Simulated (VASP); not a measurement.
# AlAs (F-43m) in VASP: single point with PBE

Aim: the single point of AlAs with PBE.

Everything below comes from runs of VASP 6.6.1. Logs are shortened: lines on timing, memory, paths and dates and some standing lists are left out, and cuts for length are marked.

### Step 1. The cell of the first run

The structure is cubic, space group F-43m (No. 216). Conventional cell: a = 5.661 Å, b = 5.661 Å, c = 5.661 Å, α = 90.00°, β = 90.00°, γ = 90.00°. Al (site symmetry -43m) has 4 As at 2.45 Å within 3.2 Å. Within 3.2 Å of As (site symmetry -43m) lie 4 Al at 2.45 Å.

### Step 2. Single point, PBE

Input file INCAR:

```
SYSTEM = AlAs
ALGO     = Normal         ! electronic algorithm
EDIFF    = 1E-6           ! SCF threshold, eV
ENCUT    = 500            ! plane-wave cutoff, eV
GGA      = PE             ! functional
GGA_COMPAT= .False.      
ISIF     = 2              ! what is computed and relaxed
ISMEAR   = 0              ! smearing method
LASPH    = .True.         ! aspherical terms in the spheres
LCHARG   = .False.        ! write CHGCAR
LREAL    = .False.        ! projectors in reciprocal space
LWAVE    = .False.        ! write WAVECAR
NBANDS   = 11             ! bands
NELM     = 120            ! most SCF steps
PREC     = Accurate       ! precision mode
SIGMA    = 0.01           ! smearing width, eV
```

Input file KPOINTS:

```
k-points
0
Gamma
  4 4 4
  0 0 0
```

Input file POSCAR:

```
AlAs
1.0
    0.0000000000      2.8304000000      2.8304000000
    2.8304000000      0.0000000000      2.8304000000
    2.8304000000      2.8304000000      0.0000000000
Al As
1 1
Direct
    0.0000000000      0.0000000000      0.0000000000
    0.7500000000      0.7500000000      0.7500000000
```

Potentials or basis: VASP PAW PBE potentials, release 64 (Al, As).

On the command line:

```bash
> cat potpaw_PBE.64/Al/POTCAR potpaw_PBE.64/As/POTCAR > POTCAR
> mpirun -np 1 vasp_std > vasp.out
```

OUTCAR:

```text
SYSTEM = AlAs
   EDIFF = 1E-6
   ENCUT = 500
   GGA = PE
   ISIF = 2
   ISMEAR = 0
   LASPH = .True.
   LREAL = .False.
   NELM = 120
   PREC = Accurate

 ion  position               nearest neighbor table
   1  0.000  0.000  0.000-   2 2.45   2 2.45   2 2.45   2 2.45
   2  0.750  0.750  0.750-   1 2.45   1 2.45   1 2.45   1 2.45

  LATTYP: Found a face centered cubic cell.
 ALAT       =     5.6608000000

  Lattice vectors:

 A1 = (   0.0000000000,   2.8304000000,   2.8304000000)
 A2 = (   2.8304000000,   0.0000000000,   2.8304000000)
 A3 = (   2.8304000000,   2.8304000000,   0.0000000000)

Analysis of symmetry for initial positions (statically):
=====================================================================
 Subroutine PRICEL returns:
 Original cell was already a primitive cell.

 Routine SETGRP: Setting up the symmetry group for a
 face centered cubic supercell.

 Subroutine GETGRP returns: Found 24 space group operations
 (whereof 24 operations were pure point group operations)
 out of a pool of 48 trial point group operations.

The static configuration has the point symmetry T_d .

Analysis of symmetry for dynamics (positions and initial velocities):
=====================================================================
 Subroutine PRICEL returns:
 Original cell was already a primitive cell.

 Routine SETGRP: Setting up the symmetry group for a
 face centered cubic supercell.

 Subroutine GETGRP returns: Found 24 space group operations
 (whereof 24 operations were pure point group operations)
 out of a pool of 48 trial point group operations.

The dynamic configuration has the point symmetry T_d .

 Subroutine INISYM returns: Found 24 space group operations
 (whereof 24 operations are pure point group operations),
 and found     1 'primitive' translations

----------------------------------------------------------------------------------------

                                     Primitive cell

  volume of cell :      45.3496

  direct lattice vectors                    reciprocal lattice vectors
     0.000000000  2.830400000  2.830400000    -0.176653477  0.176653477  0.176653477
     2.830400000  0.000000000  2.830400000     0.176653477 -0.176653477  0.176653477
     2.830400000  2.830400000  0.000000000     0.176653477  0.176653477 -0.176653477

  length of vectors
     4.002790067  4.002790067  4.002790067     0.305972797  0.305972797  0.305972797

[... 70 lines left out ...]
   ISYM   =      2    0-nonsym 1-usesym 2-fastsym
   POTIM  = 0.5000    time-step for ionic-motion
   TEBEG  =    0.0;   TEEND  =   0.0 temperature during run
   PSTRESS=    0.0 pullay stress
   NELECT =       8.0000    total number of electrons
   NUPDOWN=      -1.0000    fix difference up-down
   EMIN   =  10.00;   EMAX   =-10.00  energy-range for DOS
   EFERMI =   0.00;   METHOD = LEGACY
   ISMEAR =     0;   SIGMA  =   0.01  broadening in eV -4-tet -1-fermi 0-gaus
   EFERMI_NEDOS =   21; number of points for ismear=-14 and -15
   IALGO  =     38    algorithm
   IMIX   =      4    mixing-type and parameters
     AMIX     =   0.40;   BMIX     =  1.00
     AMIX_MAG =   1.60;   BMIX_MAG =  1.00
  volume/ion in A,a.u.               =      22.67       153.02
  Fermi-wavevector in a.u.,A,eV,Ry     =   0.918150  1.735052 11.469706  0.843000
  Thomas-Fermi vector in A             =   2.043199
   LORBIT       =      0    0 simple, 1 ext, 2 COOP (PROOUT), +10 PAW based schemes
   GGA     = PE    functional components
   LHFCALC =     F    Hartree Fock is set to
   AEXX    =    0.0000 exact exchange contribution
   IVDW    =     0    specifies the selected vdW correction
   LEPSILON=     F    determine dielectric tensor
   LRPA    =     F    only Hartree local field effects (RPA)
 non-spin polarized calculation
 Gauss-broadening in eV      SIGMA  =   0.01
  energy-cutoff  :      500.00
  volume of cell :       45.35
 maximum number of plane-waves:      1174
 NGX is ok and might be reduce to    30
   NGX = 15   NGY = 15   NGZ = 15

 number of electron       8.0000000 magnetization

 Free energy of the ion-electron system (eV)
  ---------------------------------------------------
  ext. energy  EPLUGINS =         0.00000000
  ---------------------------------------------------
  free energy    TOTEN  =        -9.25774194 eV

  energy without entropy =       -9.25774194  energy(sigma->0) =       -9.25774194

 E-fermi :   4.0202     XC(G=0):  -9.0213

 val. band max:        3.9293454474   @ k =   0.0000   0.0000   0.0000
 cond. band min:       5.3397409231   @ k =   0.5000   0.5000   0.0000
 fundamental gap:      1.4103954757
 Fermi energy:         4.0202326386

 k-point     1 :       0.0000    0.0000    0.0000
  band No.  band energies     occupation
      1      -7.9358      2.00000
      2       3.9293      2.00000
      3       3.9293      2.00000
      4       3.9293      2.00000
      5       5.9841      0.00000
      6       8.1886      0.00000
      7       8.1886      0.00000
      8       8.1886      0.00000
      9      12.7844      0.00000
     10      12.9152      0.00000
     11      12.9152      0.00000
[... 85 lines left out ...]
 k-point     8 :      -0.2500    0.5000    0.2500
  band No.  band energies     occupation
      1      -5.9197      2.00000
      2      -1.1808      2.00000
      3       0.7399      2.00000
      4       1.0904      2.00000
      5       8.2423      0.00000
      6       9.5586      0.00000
      7       9.6110      0.00000
      8       9.9631      0.00000
      9      14.5282      0.00000
     10      16.2093      0.00000
     11      16.5138      0.00000

------------------------ aborting loop because EDIFF is reached ----------------------------------------

  FORCE on cell =-STRESS in cart. coord.  units (eV):
  Direction    XX          YY          ZZ          XY          YZ          ZX
  --------------------------------------------------------------------------------------
  -------------------------------------------------------------------------------------
  Total        0.8689734      0.8689734      0.8689734     -0.0000000      0.0000000      0.0000000
  in kB       30.7003719     30.7003719     30.7003719     -0.0000000      0.0000000      0.0000000
  external PRESSURE =      30.7003719 kB  Pullay stress =       0.0000000 kB

 VOLUME and BASIS-vectors are now :
 -----------------------------------------------------------------------------
  energy-cutoff  :      500.00
  volume of cell :       45.35
      direct lattice vectors                 reciprocal lattice vectors
     0.000000000  2.830400000  2.830400000    -0.176653477  0.176653477  0.176653477
     2.830400000  0.000000000  2.830400000     0.176653477 -0.176653477  0.176653477
     2.830400000  2.830400000  0.000000000     0.176653477  0.176653477 -0.176653477

 POSITION                                       TOTAL-FORCE (eV/Angst)
 -----------------------------------------------------------------------------------
      0.00000      0.00000      0.00000         0.000000      0.000000      0.000000
      4.24560      4.24560      4.24560        -0.000000     -0.000000     -0.000000
 -----------------------------------------------------------------------------------
    total drift:                                0.000000      0.000000      0.000000

  FREE ENERGIE OF THE ION-ELECTRON SYSTEM (eV)
  ---------------------------------------------------
  free  energy   TOTEN  =        -9.2577419411 eV

  energy  without entropy=       -9.2577419411  energy(sigma->0) =       -9.25774194
```

stdout:

```text
POSCAR found type information on POSCAR AlAs
 POSCAR found :  2 types and       2 ions
 scaLAPACK will be used
 LDA part: xc-table for (Slater+PW92), standard interpolation
 POSCAR, INCAR and KPOINTS ok, starting setup
 FFT: planning ... GRIDC
 FFT: planning ... GRID_SOFT
 FFT: planning ... GRID
 WAVECAR not read
 entering main loop
```

Run time: 15 s. Hardware: 1 thread of Intel Xeon 8259CL, shared host; peak memory 0.16 GiB.

Results:

```
Free energy            : -9.2577 eV
Pressure               : 3.1 GPa
Band gap on the k mesh : 1.41 eV (least direct gap 2.05 eV)
```

Caveat: the k points lie up to 0.48 Å⁻¹ apart.
